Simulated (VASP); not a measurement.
# SiC (Imm2) in VASP: notebook

SiC is run at these levels: PBE; tasks: single point.

All numbers are computed with VASP 6.6.1; they aren't measurements. Logs are shortened: lines on timing, memory, paths and dates and some standing lists are left out, and cuts for length are marked.

**1. The cell of the first run**

It takes space group Imm2 (No. 44, orthorhombic). The conventional cell has a = 2.981 Å, b = 3.213 Å, c = 4.380 Å, α = 90.00°, β = 90.00°, γ = 90.00°. Within 2.5 Å of Si (site symmetry mm2) lie 4 C at 1.85 to 1.94 Å. C (site symmetry mm2) has 4 Si at 1.85 to 1.94 Å within 2.5 Å.

**2. Single point, PBE (strain -0.0750 x Voigt [0, 0, 0, 1, 0, 0])**

File INCAR:

```
SYSTEM = SiC
  ALGO = Normal
  EDIFF = 1E-7
  ENCUT = 520
  GGA = PE
  ISIF = 2
  ISMEAR = 0
  LASPH = .True.
  LCHARG = .False.
  LREAL = .False.
  LWAVE = .False.
  NBANDS = 11
  NELM = 100
  PREC = Accurate
  SIGMA = 0.05
```

File KPOINTS:

```
k-points
0
Gamma
  10 10 10
  0 0 0
```

File POSCAR:

```
SiC
1.0
    0.0000000000      2.1077441892      2.1077441892
    2.1898640927     -0.0821199035      2.1898640927
    2.1898640927      2.1898640927     -0.0821199035
Si C
1 1
Direct
    0.0000000000      0.0000000000      0.0000000000
    0.7500000000      0.7500000000      0.7500000000
```

Potentials or basis: VASP PAW PBE potentials, release 64 (Si, C).

Launch:

```sh
cat potpaw_PBE.64/Si/POTCAR potpaw_PBE.64/C/POTCAR > POTCAR
mpirun -np 1 vasp_std > vasp.out
```

OUTCAR:

```text
SYSTEM = SiC
   EDIFF = 1E-7
   ENCUT = 520
   GGA = PE
   ISIF = 2
   ISMEAR = 0
   LASPH = .True.
   LREAL = .False.
   NELM = 100
   PREC = Accurate

 ion  position               nearest neighbor table
   1  0.000  0.000  0.000-   2 1.85   2 1.85   2 1.94   2 1.94
   2  0.750  0.750  0.750-   1 1.85   1 1.85   1 1.94   1 1.94

  LATTYP: Found a body centered orthorhombic cell.
 ALAT       =     2.9808004184
 B/A-ratio  =     1.0779220779
 C/A-ratio  =     1.4693127921

  Lattice vectors:

 A1 = (  -2.1898640927,   0.0821199035,  -2.1898640927)
 A2 = (  -2.1898640927,  -0.0821199035,   2.1898640927)
 A3 = (   2.1898640927,   2.1898640927,  -0.0821199035)

Analysis of symmetry for initial positions (statically):
=====================================================================
 Subroutine PRICEL returns:
 Original cell was already a primitive cell.

 Routine SETGRP: Setting up the symmetry group for a
 body centered orthorhombic supercell.

 Subroutine GETGRP returns: Found  4 space group operations
 (whereof  4 operations were pure point group operations)
 out of a pool of  8 trial point group operations.

The static configuration has the point symmetry C_2v.

Analysis of symmetry for dynamics (positions and initial velocities):
=====================================================================
 Subroutine PRICEL returns:
 Original cell was already a primitive cell.

 Routine SETGRP: Setting up the symmetry group for a
 body centered orthorhombic supercell.

 Subroutine GETGRP returns: Found  4 space group operations
 (whereof  4 operations were pure point group operations)
 out of a pool of  8 trial point group operations.

The dynamic configuration has the point symmetry C_2v.

 Subroutine INISYM returns: Found  4 space group operations
 (whereof  4 operations are pure point group operations),
 and found     1 'primitive' translations

----------------------------------------------------------------------------------------

                                     Primitive cell

  volume of cell :      20.9735

  direct lattice vectors                    reciprocal lattice vectors
     0.000000000  2.107744189  2.107744189    -0.228324672  0.237220438  0.237220438
     2.189864093 -0.082119903  2.189864093     0.228324672 -0.220071973  0.220071973
     2.189864093  2.189864093 -0.082119903     0.228324672  0.220071973 -0.220071973

  length of vectors
     2.980800418  3.098024075  3.098024075     0.405806885  0.385999355  0.385999355

  position of ions in fractional coordinates (direct lattice)
     0.000000000  0.000000000  0.000000000
     0.750000000  0.750000000  0.750000000

  ion indices of the primitive-cell ions
   primitive index   ion index
                 1           1
                 2           2

----------------------------------------------------------------------------------------

 KPOINTS: k-points

Automatic generation of k-mesh.
 Grid dimensions read from file:
 generate k-points for:   10   10   10

 Generating k-lattice:

  Cartesian coordinates                     Fractional coordinates (reciprocal lattice)
    -0.022832467  0.023722044  0.023722044     0.100000000  0.000000000  0.000000000
     0.022832467 -0.022007197  0.022007197     0.000000000  0.100000000  0.000000000
     0.022832467  0.022007197 -0.022007197     0.000000000  0.000000000  0.100000000

  Length of vectors
     0.040580689  0.038599935  0.038599935

  Shift w.r.t. Gamma in fractional coordinates (k-lattice)
     0.000000000  0.000000000  0.000000000

 Subroutine IBZKPT returns following result:
 ===========================================

 Found    171 irreducible k-points:

 Following reciprocal coordinates:
            Coordinates               Weight
  0.000000  0.000000  0.000000      1.000000
  0.100000  0.000000  0.000000      4.000000
  0.200000  0.000000  0.000000      4.000000
  0.300000  0.000000  0.000000      4.000000
  0.400000  0.000000 -0.000000      4.000000
  0.500000  0.000000  0.000000      2.000000
[... 16 lines left out ...]
 -0.400000  0.200000  0.000000      8.000000
 -0.300000  0.200000 -0.000000      8.000000
 [... further k-points ...]
   k-points           NKPTS =    171   k-points in BZ     NKDIM =    171   number of bands    NBANDS=     11
   number of dos      NEDOS =    301   number of ions     NIONS =      2
   total plane-waves  NPLWV =  13824
   dimension x,y,z NGX =    24 NGY =   24 NGZ =   24
   dimension x,y,z NGXF=    48 NGYF=   48 NGZF=   48
   ions per type =               1   1
   NGX,Y,Z   is equivalent  to a cutoff of  13.39, 12.88, 12.88 a.u.
   NGXF,Y,Z  is equivalent  to a cutoff of  26.77, 25.76, 25.76 a.u.
 SYSTEM =  SiC
   PREC   = accura    normal or accurate (medium, high low for compatibility)
   ISTART =      0    job   : 0-new  1-cont  2-samecut
   ICHARG =      2    charge: 1-file 2-atom 10-const
   ISPIN  =      1    spin polarized calculation?
   LNONCOLLINEAR =      F non collinear calculations
   LSORBIT =      F    spin-orbit coupling
   LASPH  =      T    aspherical Exc in radial PAW
   ENCUT  =  520.0 eV  38.22 Ry    6.18 a.u.   5.54  5.76  5.76*2*pi/ulx,y,z
   NELM   =    100;   NELMIN=  2; NELMDL= -5     # of ELM steps
   EDIFF  = 0.1E-06   stopping-criterion for ELM
   LREAL  =      F    real-space projection
   EDIFFG = 0.1E-05   stopping-criterion for IOM
   NSW    =      0    number of steps for IOM
   IBRION =     -1    ionic relax: 0-MD 1-quasi-New 2-CG
   NFREE  =      0    steps in history (QN), initial steepest desc. (CG)
   ISIF   =      2    stress and relaxation
   ISYM   =      2    0-nonsym 1-usesym 2-fastsym
   POTIM  = 0.5000    time-step for ionic-motion
   TEBEG  =    0.0;   TEEND  =   0.0 temperature during run
   PSTRESS=    0.0 pullay stress
   NELECT =       8.0000    total number of electrons
   NUPDOWN=      -1.0000    fix difference up-down
   EMIN   =  10.00;   EMAX   =-10.00  energy-range for DOS
   EFERMI =   0.00;   METHOD = LEGACY
   ISMEAR =     0;   SIGMA  =   0.05  broadening in eV -4-tet -1-fermi 0-gaus
   EFERMI_NEDOS =   21; number of points for ismear=-14 and -15
   IALGO  =     38    algorithm
   IMIX   =      4    mixing-type and parameters
     AMIX     =   0.40;   BMIX     =  1.00
     AMIX_MAG =   1.60;   BMIX_MAG =  1.00
  volume/ion in A,a.u.               =      10.49        70.77
  Fermi-wavevector in a.u.,A,eV,Ry     =   1.187266  2.243608 19.178782  1.409601
  Thomas-Fermi vector in A             =   2.323421
   LORBIT       =      0    0 simple, 1 ext, 2 COOP (PROOUT), +10 PAW based schemes
   GGA     = PE    functional components
   LHFCALC =     F    Hartree Fock is set to
   AEXX    =    0.0000 exact exchange contribution
   IVDW    =     0    specifies the selected vdW correction
   LEPSILON=     F    determine dielectric tensor
   LRPA    =     F    only Hartree local field effects (RPA)
 non-spin polarized calculation
 Gauss-broadening in eV      SIGMA  =   0.05
  energy-cutoff  :      520.00
  volume of cell :       20.97
 maximum number of plane-waves:       573
 NGX is ok and might be reduce to    24
   NGX = 11   NGY = 11   NGZ = 11

 number of electron       8.0000000 magnetization

 Free energy of the ion-electron system (eV)
  ---------------------------------------------------
  ext. energy  EPLUGINS =         0.00000000
  ---------------------------------------------------
  free energy    TOTEN  =       -14.96304357 eV

  energy without entropy =      -14.96304357  energy(sigma->0) =      -14.96304357

 E-fermi :   8.5011     XC(G=0): -11.2958

 val. band max:        8.1826657177   @ k =   0.0000   0.0000   0.0000
 cond. band min:       9.1282529789   @ k =   0.0000   0.5000   0.5000
 fundamental gap:      0.9455872611
 Fermi energy:         8.5010906234

 k-point     1 :       0.0000    0.0000    0.0000
  band No.  band energies     occupation
      1      -7.3543      2.00000
      2       7.7589      2.00000
      3       7.9028      2.00000
      4       8.1827      2.00000
      5      13.2901      0.00000
      6      14.3511      0.00000
      7      15.9599      0.00000
      8      16.0591      0.00000
      9      22.3713      0.00000
     10      22.4829      0.00000
     11      24.2028      0.00000

 k-point     2 :       0.1000    0.0000    0.0000
  band No.  band energies     occupation
      1      -7.1495      2.00000
      2       7.1409      2.00000
      3       7.6153      2.00000
      4       7.8476      2.00000
      5      13.4610      0.00000
      6      14.6502      0.00000
      7      15.9340      0.00000
      8      16.4799      0.00000
      9      21.2123      0.00000
     10      21.4460      0.00000
     11      24.1045      0.00000

 k-point     3 :       0.2000    0.0000    0.0000
  band No.  band energies     occupation
      1      -6.5434      2.00000
      2       5.1128      2.00000
      3       7.2976      2.00000
      4       7.4487      2.00000
      5      13.4097      0.00000
      6      15.1483      0.00000
      7      16.0045      0.00000
      8      17.2958      0.00000
      9      20.2386      0.00000
     10      20.9322      0.00000
     11      23.2041      0.00000

 k-point     4 :       0.3000    0.0000    0.0000
  band No.  band energies     occupation
      1      -5.5702      2.00000
      2       2.7965      2.00000
      3       6.9864      2.00000
      4       7.0611      2.00000
      5      13.0723      0.00000
      6      15.0760      0.00000
      7      15.8110      0.00000
      8      17.7799      0.00000
      9      20.9093      0.00000
     10      21.8530      0.00000
     11      23.1673      0.00000
[... 239 lines left out ...]
 k-point    22 :       0.5000    0.2000    0.0000
  band No.  band energies     occupation
      1      -3.3844      2.00000
      2       0.5174      2.00000
      3       4.6244      2.00000
      4       5.9005      2.00000
      5      12.1285      0.00000
      6      15.6250      0.00000
      7      17.1461      0.00000
      8      17.6527      0.00000
      9      21.7743      0.00000
     10      25.6535      0.00000
     11      26.7156      0.00000

 k-point    23 :      -0.4000    0.2000    0.0000
  band No.  band energies     occupation
      1      -3.1978      2.00000
      2       0.2986      2.00000
      3       4.0827      2.00000
      4       6.2224      2.00000
      5      12.5606      0.00000
      6      15.5168      0.00000
      7      16.8097      0.00000
      8      18.8936      0.00000
      9      21.9858      0.00000
     10      23.5402      0.00000
     11      26.4571      0.00000

 k-point    24 :      -0.3000    0.2000   -0.0000
  band No.  band energies     occupation
      1      -4.2621      2.00000
      2       1.7650      2.00000
      3       3.9717      2.00000
      4       6.7370      2.00000
      5      13.3618      0.00000
      6      15.4892      0.00000
      7      16.6380      0.00000
      8      18.3416      0.00000
      9      21.0221      0.00000
     10      23.1911      0.00000
     11      26.6413      0.00000

 [... further k-points ...]
[... 5 lines left out ...]
  --------------------------------------------------------------------------------------
  -------------------------------------------------------------------------------------
  Total        0.0928783      0.2516131      0.2516131      0.0000000      2.6080195      0.0000000
  in kB        7.0950312     19.2208890     19.2208890      0.0000000    199.2283264      0.0000000
  external PRESSURE =      15.1789364 kB  Pullay stress =       0.0000000 kB

 VOLUME and BASIS-vectors are now :
 -----------------------------------------------------------------------------
  energy-cutoff  :      520.00
  volume of cell :       20.97
      direct lattice vectors                 reciprocal lattice vectors
     0.000000000  2.107744189  2.107744189    -0.228324672  0.237220438  0.237220438
     2.189864093 -0.082119903  2.189864093     0.228324672 -0.220071973  0.220071973
     2.189864093  2.189864093 -0.082119903     0.228324672  0.220071973 -0.220071973

 POSITION                                       TOTAL-FORCE (eV/Angst)
 -----------------------------------------------------------------------------------
      0.00000      0.00000      0.00000         0.578499      0.000000      0.000000
      3.28480      3.16162      3.16162        -0.578499     -0.000000     -0.000000
 -----------------------------------------------------------------------------------
    total drift:                                0.000121      0.000000      0.000000

  FREE ENERGIE OF THE ION-ELECTRON SYSTEM (eV)
  ---------------------------------------------------
  free  energy   TOTEN  =       -14.9630435670 eV

  energy  without entropy=      -14.9630435670  energy(sigma->0) =      -14.96304357
```

It took 15 s on 1 thread of Intel Xeon Platinum 8488C (Sapphire Rapids), shared host; peak memory 0.16 GiB.

Results:

```yaml
Free_energy: -14.9630 eV
Pressure: 1.5 GPa
Largest_force: 0.578 eV/Å
Band_gap_on_the_k_mesh: 0.95 eV, indirect (least direct gap 3.73 eV)
```

Forces on the atoms (eV/Å):
```
Si   0.578  0.000  0.000
C   -0.578  0.000  0.000
```

Caveat: the cell differs from its parent crystal (strain -0.0750 x Voigt [0, 0, 0, 1, 0, 0]). A k mesh can miss the band edges.

(Part 1 of 2 ends here.)
